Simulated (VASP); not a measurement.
# Cd (Im-3m) in VASP: a series of runs

Runs on Cd. Level: PBEsol+D3(BJ). Tasks: single point.

Everything below comes from runs of VASP 6.6.1. Logs are shortened: lines on timing, memory, paths and dates and some standing lists are left out, and cuts for length are marked.

### Step 1. The cell of the first run

The structure is cubic, space group Im-3m (No. 229). The conventional cell has a = 3.178 Å, b = 3.178 Å, c = 3.178 Å, α = 90.00°, β = 90.00°, γ = 90.00°. Within 3.6 Å of Cd (site symmetry m-3m) lie 14 Cd at 2.75 to 3.18 Å.

### Step 2. Single point, PBEsol+D3(BJ)

Input file INCAR:

```
PREC = Accurate
ENCUT = 520
EDIFF = 1E-6
ISMEAR = -1
SIGMA = 0.1
LREAL = F
LASPH = T
NELM = 100
ALGO = Normal
ISIF = 2
LWAVE = F
LCHARG = F
GGA = PS
IVDW = 12
NBANDS = 12
```

Input file KPOINTS:

```
Automatic mesh
0
Gamma
  7 7 7
```

Input file POSCAR:

```
Cd
1.0
   -1.5887712988      1.5887712988      1.5887712988
    1.5887712988     -1.5887712988      1.5887712988
    1.5887712988      1.5887712988     -1.5887712988
Cd
1
Direct
    0.0000000000      0.0000000000      0.0000000000
```

Potentials or basis: VASP PAW PBE potentials, release 64 (Cd).

Started as:

```
$ cat potpaw_PBE.64/Cd/POTCAR > POTCAR
$ mpirun -np 1 vasp_std > vasp.out
```

OUTCAR:

```text
PREC = Accurate
   ENCUT = 520
   EDIFF = 1E-6
   ISMEAR = -1
   LREAL = F
   LASPH = T
   NELM = 100
   ISIF = 2
   GGA = PS
   IVDW = 12
 IVDW          = 12

 ion  position               nearest neighbor table
   1  0.000  0.000  0.000-

  LATTYP: Found a body centered cubic cell.
 ALAT       =     3.1775425976

  Lattice vectors:

 A1 = (  -1.5887712988,   1.5887712988,   1.5887712988)
 A2 = (   1.5887712988,  -1.5887712988,   1.5887712988)
 A3 = (   1.5887712988,   1.5887712988,  -1.5887712988)

Analysis of symmetry for initial positions (statically):
=====================================================================
 Subroutine PRICEL returns:
 Original cell was already a primitive cell.

 Routine SETGRP: Setting up the symmetry group for a
 body centered cubic supercell.

 Subroutine GETGRP returns: Found 48 space group operations
 (whereof 48 operations were pure point group operations)
 out of a pool of 48 trial point group operations.

The static configuration has the point symmetry O_h .

Analysis of symmetry for dynamics (positions and initial velocities):
=====================================================================
 Subroutine PRICEL returns:
 Original cell was already a primitive cell.

 Routine SETGRP: Setting up the symmetry group for a
 body centered cubic supercell.

 Subroutine GETGRP returns: Found 48 space group operations
 (whereof 48 operations were pure point group operations)
 out of a pool of 48 trial point group operations.

The dynamic configuration has the point symmetry O_h .

 Subroutine INISYM returns: Found 48 space group operations
 (whereof 48 operations are pure point group operations),
 and found     1 'primitive' translations

----------------------------------------------------------------------------------------

                                     Primitive cell

  volume of cell :      16.0415

  direct lattice vectors                    reciprocal lattice vectors
    -1.588771299  1.588771299  1.588771299     0.000000000  0.314708606  0.314708606
     1.588771299 -1.588771299  1.588771299     0.314708606  0.000000000  0.314708606
     1.588771299  1.588771299 -1.588771299     0.314708606  0.314708606  0.000000000

  length of vectors
[... 76 lines left out ...]
   LREAL  =      F    real-space projection
   EDIFFG = 0.1E-04   stopping-criterion for IOM
   NSW    =      0    number of steps for IOM
   IBRION =     -1    ionic relax: 0-MD 1-quasi-New 2-CG
   NFREE  =      0    steps in history (QN), initial steepest desc. (CG)
   ISIF   =      2    stress and relaxation
   ISYM   =      2    0-nonsym 1-usesym 2-fastsym
   POTIM  = 0.5000    time-step for ionic-motion
   TEBEG  =    0.0;   TEEND  =   0.0 temperature during run
   PSTRESS=    0.0 pullay stress
   NELECT =      12.0000    total number of electrons
   NUPDOWN=      -1.0000    fix difference up-down
   EMIN   =  10.00;   EMAX   =-10.00  energy-range for DOS
   EFERMI =   0.00;   METHOD = LEGACY
   ISMEAR =    -1;   SIGMA  =   0.10  broadening in eV -4-tet -1-fermi 0-gaus
   EFERMI_NEDOS =   21; number of points for ismear=-14 and -15
   IALGO  =     38    algorithm
   IMIX   =      4    mixing-type and parameters
     AMIX     =   0.40;   BMIX     =  1.00
     AMIX_MAG =   1.60;   BMIX_MAG =  1.00
  volume/ion in A,a.u.               =      16.04       108.25
  Fermi-wavevector in a.u.,A,eV,Ry     =   1.486120  2.808359 30.049181  2.208552
  Thomas-Fermi vector in A             =   2.599446
   LORBIT       =      0    0 simple, 1 ext, 2 COOP (PROOUT), +10 PAW based schemes
   GGA     = PS    functional components
   LHFCALC =     F    Hartree Fock is set to
   AEXX    =    0.0000 exact exchange contribution
   IVDW    =    12    specifies the selected vdW correction
   LEPSILON=     F    determine dielectric tensor
   LRPA    =     F    only Hartree local field effects (RPA)
 non-spin polarized calculation
  energy-cutoff  :      520.00
  volume of cell :       16.04
 maximum number of plane-waves:       444
   NGX = 11   NGY = 11   NGZ = 11

 number of electron      12.0000003 magnetization

 Free energy of the ion-electron system (eV)
  ---------------------------------------------------
  ext. energy  EPLUGINS =         0.00000000
  ---------------------------------------------------
  free energy    TOTEN  =        -0.73536384 eV

  energy without entropy =       -0.73005819  energy(sigma->0) =       -0.73271102

 E-fermi :   5.7298     XC(G=0): -12.9013

 val. band max:        5.5039140354   @ k =   0.4286   0.1429  -0.0000
 cond. band min:       6.1748700191   @ k =  -0.4286  -0.4286   0.1429
 fundamental gap:      0.6709559837
 Fermi energy:         5.7298359225

 k-point     1 :       0.0000    0.0000    0.0000
  band No.  band energies     occupation
      1      -6.1534      2.00000
      2      -5.0141      2.00000
      3      -5.0141      2.00000
      4      -5.0141      2.00000
      5      -3.8197      2.00000
      6      -3.8197      2.00000
      7      22.2824      0.00000
      8      22.2824      0.00000
      9      22.2824      0.00000
     10      26.8844      0.00000
     11      26.8844      0.00000
     12      26.8844      0.00000
[... 271 lines left out ...]
 k-point    20 :      -0.4286    0.4286    0.4286
  band No.  band energies     occupation
      1      -5.9943      2.00000
      2      -5.9370      2.00000
      3      -3.3771      2.00000
      4      -3.3771      2.00000
      5      -3.2783      2.00000
      6       6.8817      0.00002
      7       9.7300      0.00000
      8       9.7300      0.00000
      9      14.9599      0.00000
     10      15.3101      0.00000
     11      17.7320      0.00000
     12      32.8134      0.00000

------------------------ aborting loop because EDIFF is reached ----------------------------------------

 Edisp (eV)   -0.56373

 E8    (eV) :    -0.3779

  FORCE on cell =-STRESS in cart. coord.  units (eV):
  Direction    XX          YY          ZZ          XY          YZ          ZX
  --------------------------------------------------------------------------------------
  -------------------------------------------------------------------------------------
  Total       3.01982     3.01982     3.01982     0.00000     0.00000     0.00000
  in kB     301.61075   301.61075   301.61075     0.00000     0.00000     0.00000
  external pressure =      301.61 kB  Pullay stress =        0.00 kB

 VOLUME and BASIS-vectors are now :
 -----------------------------------------------------------------------------
  energy-cutoff  :      520.00
  volume of cell :       16.04
      direct lattice vectors                 reciprocal lattice vectors
    -1.588771299  1.588771299  1.588771299     0.000000000  0.314708606  0.314708606
     1.588771299 -1.588771299  1.588771299     0.314708606  0.000000000  0.314708606
     1.588771299  1.588771299 -1.588771299     0.314708606  0.314708606  0.000000000

 POSITION                                       TOTAL-FORCE (eV/Angst)
 -----------------------------------------------------------------------------------
      0.00000      0.00000      0.00000        -0.000000      0.000000      0.000000
 -----------------------------------------------------------------------------------
    total drift:                               -0.000000     -0.000000      0.000000

  FREE ENERGIE OF THE ION-ELECTRON SYSTEM (eV)
  ---------------------------------------------------
  free  energy   TOTEN  =        -1.2990945734 eV

  energy  without entropy=       -1.2937889156  energy(sigma->0) =       -1.29644174
```

stdout:

```text
POSCAR found type information on POSCAR Cd
 POSCAR found :  1 types and       1 ions
 scaLAPACK will be used
 -----------------------------------------------------------------------------
|                                                                             |
|                                                                             |
|     You enforced a specific xc type in the INCAR file but a different       |
|     I HOPE YOU KNOW WHAT YOU ARE DOING!                                     |
|                                                                             |
 -----------------------------------------------------------------------------

 LDA part: xc-table for (Slater+PW92), standard interpolation
 POSCAR, INCAR and KPOINTS ok, starting setup
 FFT: planning ... GRIDC
 FFT: planning ... GRID_SOFT
 FFT: planning ... GRID
 WAVECAR not read
 entering main loop
```

It took 8.7 s on 1 thread of AMD EPYC 7R13, shared host; peak memory 0.1 GiB.

What came out:

```
Free energy                : -1.2991 eV
Pressure                   : 30.2 GPa
Band gap on the k mesh     : zero (band 6 reaches 7.79 eV, above the bottom of band 7 at 5.50 eV)
Dispersion energy per atom : -0.564 eV
```

Levels at points of the mesh, in eV from the Fermi level:
| k point | band 3 | band 4 | band 5 | band 6 | band 7 | band 8 | band 9 | band 10 |
| --- | --- | --- | --- | --- | --- | --- | --- | --- |
| (0.00, 0.00, 0.00) | -10.74 | -10.74 | -9.55 | -9.55 | 16.55 | 16.55 | 16.55 | 21.15 |

Caveat: the k points lie up to 0.40 Å⁻¹ apart; three body term missing; the PAW data sets were made with another functional, which shifts forces and pressure a little; pairwise dispersion overbinds metals, which lowers pressure and volume.

### Step 3. Single point, PBEsol+D3(BJ)

This run uses another cell than the first one, of 18.08 Å³/atom, 1.127 times its volume.

Input file INCAR:

```
SYSTEM = Cd
  PREC = Accurate
  ENCUT = 520
  EDIFF = 1E-6
  ISMEAR = -1
  SIGMA = 0.1
  LREAL = .FALSE.
  LASPH = .TRUE.
  NELM = 100
  ALGO = Normal
  ISIF = 2
  LWAVE = .FALSE.
  LCHARG = .TRUE.
  GGA = PS
  IVDW = 12
  LELF = .TRUE.
  LVHAR = .TRUE.
  NBANDS = 12
```

Input file KPOINTS:

```
Automatic mesh
0
G
  7 7 7
  0 0 0
```

Input file POSCAR:

```
Cd
1.0
   -1.6532720078      1.6532720078      1.6532720078
    1.6532720078     -1.6532720078      1.6532720078
    1.6532720078      1.6532720078     -1.6532720078
Cd
1
Direct
    0.0000000000      0.0000000000      0.0000000000
```

Potentials or basis: VASP PAW PBE potentials, release 64 (Cd).

Started as:

```
$ cat potpaw_PBE.64/Cd/POTCAR > POTCAR
$ mpirun -np 1 vasp_std > vasp.out
```

Wall time 13 s (1 thread of AMD EPYC 7R13, shared host); peak memory 0.11 GiB.

The run converged. Its results:

| Item | Value |
| --- | --- |
| Free energy | -1.5382 eV |
| Pressure | 9.8 GPa |
| Band gap on the k mesh | zero (band 6 reaches 6.43 eV, above the bottom of band 7 at 4.00 eV) |
| Dispersion energy per atom | -0.499 eV |

Levels at points of the mesh, in eV from the Fermi level:
| k point | band 3 | band 4 | band 5 | band 6 | band 7 | band 8 | band 9 | band 10 |
| --- | --- | --- | --- | --- | --- | --- | --- | --- |
| (0.00, 0.00, 0.00) | -9.89 | -9.89 | -8.93 | -8.93 | 16.37 | 16.37 | 16.37 | 19.34 |

Caveat: the k points lie up to 0.38 Å⁻¹ apart; three body term missing; the PAW data sets were made with another functional, which shifts forces and pressure a little; pairwise dispersion overbinds metals, which lowers pressure and volume.

### Step 4. Single point, PBEsol+D3(BJ)

This run uses another cell than the first one, of 16.89 Å³/atom, 1.053 times its volume.

Input file INCAR:

```
PREC     = Accurate       # precision mode
ENCUT    = 520            # plane-wave cutoff, eV
EDIFF    = 1E-7           # SCF threshold, eV
ISMEAR   = -1             # smearing method
SIGMA    = 0.1            # smearing width, eV
LREAL    = False          # projectors in reciprocal space
LASPH    = True           # aspherical terms in the spheres
NELM     = 80             # most SCF steps
ALGO     = Normal         # electronic algorithm
ISIF     = 2              # what is computed and relaxed
LWAVE    = False          # write WAVECAR
LCHARG   = False          # write CHGCAR
GGA      = PS             # functional
IVDW     = 12             # dispersion correction
NBANDS   = 12             # bands
```

Input file KPOINTS:

```
regular mesh
0
Gamma
  7 7 7
```

Input file POSCAR:

```
Cd
1.0
   -1.6162278189      1.6162278189      1.6162278189
    1.6162278189     -1.6162278189      1.6162278189
    1.6162278189      1.6162278189     -1.6162278189
Cd
1
Direct
    0.0000000000      0.0000000000      0.0000000000
```

Potentials or basis: VASP PAW PBE potentials, release 64 (Cd).

Started as:

```
$ cat potpaw_PBE.64/Cd/POTCAR > POTCAR
$ mpirun -np 1 vasp_std > vasp.out
```

OUTCAR:

```text
PREC = Accurate
   ENCUT = 520
   EDIFF = 1E-7
   ISMEAR = -1
   LREAL = False
   LASPH = True
   NELM = 80
   ISIF = 2
   GGA = PS
   IVDW = 12
 IVDW          = 12

 ion  position               nearest neighbor table
   1  0.000  0.000  0.000-

  LATTYP: Found a body centered cubic cell.
 ALAT       =     3.2324556378

  Lattice vectors:

 A1 = (  -1.6162278189,   1.6162278189,   1.6162278189)
 A2 = (   1.6162278189,  -1.6162278189,   1.6162278189)
 A3 = (   1.6162278189,   1.6162278189,  -1.6162278189)

Analysis of symmetry for initial positions (statically):
=====================================================================
 Subroutine PRICEL returns:
 Original cell was already a primitive cell.

 Routine SETGRP: Setting up the symmetry group for a
 body centered cubic supercell.

 Subroutine GETGRP returns: Found 48 space group operations
 (whereof 48 operations were pure point group operations)
 out of a pool of 48 trial point group operations.

The static configuration has the point symmetry O_h .
[... 159 lines left out ...]
 Fermi energy:         5.0566406835

 k-point     1 :       0.0000    0.0000    0.0000
  band No.  band energies     occupation
      1      -6.1703      2.00000
      2      -5.2852      2.00000
      3      -5.2852      2.00000
      4      -5.2852      2.00000
      5      -4.1996      2.00000
      6      -4.1996      2.00000
      7      21.5563      0.00000
      8      21.5563      0.00000
      9      21.5563      0.00000
     10      25.4260      0.00000
     11      25.4260      0.00000
     12      25.4260      0.00000
[... 271 lines left out ...]
 k-point    20 :      -0.4286    0.4286    0.4286
  band No.  band energies     occupation
      1      -6.1512      2.00000
      2      -6.0977      2.00000
      3      -3.7988      2.00000
      4      -3.7988      2.00000
      5      -3.7123      2.00000
      6       6.3303      0.00001
      7       9.1193      0.00000
      8       9.1193      0.00000
      9      13.9175      0.00000
     10      14.4694      0.00000
     11      16.7392      0.00000
     12      31.6612      0.00000

------------------------ aborting loop because EDIFF is reached ----------------------------------------

 Edisp (eV)   -0.53488

 E8    (eV) :    -0.3586

  FORCE on cell =-STRESS in cart. coord.  units (eV):
  Direction    XX          YY          ZZ          XY          YZ          ZX
  --------------------------------------------------------------------------------------
  -------------------------------------------------------------------------------------
  Total       2.10479     2.10479     2.10479     0.00000     0.00000    -0.00000
  in kB     199.68743   199.68743   199.68743     0.00000     0.00000    -0.00000
  external pressure =      199.69 kB  Pullay stress =        0.00 kB

 VOLUME and BASIS-vectors are now :
 -----------------------------------------------------------------------------
  energy-cutoff  :      520.00
  volume of cell :       16.89
      direct lattice vectors                 reciprocal lattice vectors
    -1.616227819  1.616227819  1.616227819     0.000000000  0.309362328  0.309362328
     1.616227819 -1.616227819  1.616227819     0.309362328  0.000000000  0.309362328
     1.616227819  1.616227819 -1.616227819     0.309362328  0.309362328  0.000000000

 POSITION                                       TOTAL-FORCE (eV/Angst)
 -----------------------------------------------------------------------------------
      0.00000      0.00000      0.00000         0.000000     -0.000000     -0.000000
 -----------------------------------------------------------------------------------
    total drift:                               -0.000000      0.000000      0.000000

  FREE ENERGIE OF THE ION-ELECTRON SYSTEM (eV)
  ---------------------------------------------------
  free  energy   TOTEN  =        -1.4302775366 eV

  energy  without entropy=       -1.4250013961  energy(sigma->0) =       -1.42763947
```

Wall time 15 s (1 thread of AMD EPYC 7R13, shared host); peak memory 0.11 GiB.

Results:

| Item | Value |
| --- | --- |
| Free energy | -1.4303 eV |
| Pressure | 20.0 GPa |
| Band gap on the k mesh | zero (band 6 reaches 7.21 eV, above the bottom of band 7 at 4.83 eV) |
| Dispersion energy per atom | -0.535 eV |

Caveat: the k points lie up to 0.39 Å⁻¹ apart; three body term missing; the PAW data sets were made with another functional, which shifts forces and pressure a little; pairwise dispersion overbinds metals, which lowers pressure and volume.

### Step 5. Single point, PBEsol+D3(BJ)

This run uses another cell than the first one, of 20.09 Å³/atom, 1.253 times its volume.

Input file INCAR:

```
ALGO = Normal
EDIFF = 1E-6
ENCUT = 520
GGA = PS
ISIF = 2
ISMEAR = -1
IVDW = 12
LASPH = T
LCHARG = F
LREAL = F
LWAVE = F
NBANDS = 12
NELM = 60
PREC = Accurate
SIGMA = 0.1
```

Input file KPOINTS:

```
k-points
0
Gamma
  7 7 7
```

Input file POSCAR:

```
Cd
1.0
   -1.7126393281      1.7126393281      1.7126393281
    1.7126393281     -1.7126393281      1.7126393281
    1.7126393281      1.7126393281     -1.7126393281
Cd
1
Direct
    0.0000000000      0.0000000000      0.0000000000
```

Started as:

```
$ cat potpaw_PBE.64/Cd/POTCAR > POTCAR
$ mpirun -np 1 vasp_std > vasp.out
```

Run time: 15 s. Hardware: 1 thread of AMD EPYC 7R13, shared host; peak memory 0.11 GiB.

It converged, with:

| Property | Result |
| --- | --- |
| Free energy | -1.5916 eV |
| Pressure | -0.2 GPa |
| Band gap on the k mesh | zero (band 6 reaches 5.23 eV, above the bottom of band 7 at 2.84 eV) |
| Dispersion energy per atom | -0.447 eV |

Levels at points of the mesh, in eV from the Fermi level:
| k point | band 4 | band 5 | band 6 | band 7 | band 8 | band 9 |
| --- | --- | --- | --- | --- | --- | --- |
| (0.00, 0.00, 0.00) | -9.45 | -8.67 | -8.67 | 15.94 | 15.94 | 15.94 |

Caveat: the k points lie up to 0.37 Å⁻¹ apart; three body term missing; the PAW data sets were made with another functional, which shifts forces and pressure a little; pairwise dispersion overbinds metals, which lowers pressure and volume.

### Step 6. The runs side by side

```tsv
cell	gap on the mesh (eV)	pressure (GPa)
a = 2.752 Å, angles 109.5°, 1 atom	none	30.2
a = 2.864 Å, angles 109.5°, 1 atom	none	9.8
a = 2.799 Å, angles 109.5°, 1 atom	none	20.0
a = 2.966 Å, angles 109.5°, 1 atom	none	-0.2
```

Alike in all rows: task single point; level PBEsol+D3(BJ); potentials or basis VASP PAW PBE potentials, release 64 (Cd); no spin polarisation; k mesh 7 × 7 × 7; cutoff (eV) 520; smearing fermi-dirac 0.1 eV.

Caveats: all runs use coarse meshes; three body term missing; the PAW data sets were made with another functional, which shifts forces and pressure a little; pairwise dispersion overbinds metals, which lowers pressure and volume.

Total energies depend on the potentials used, so only differences within one code and one set of settings carry meaning.
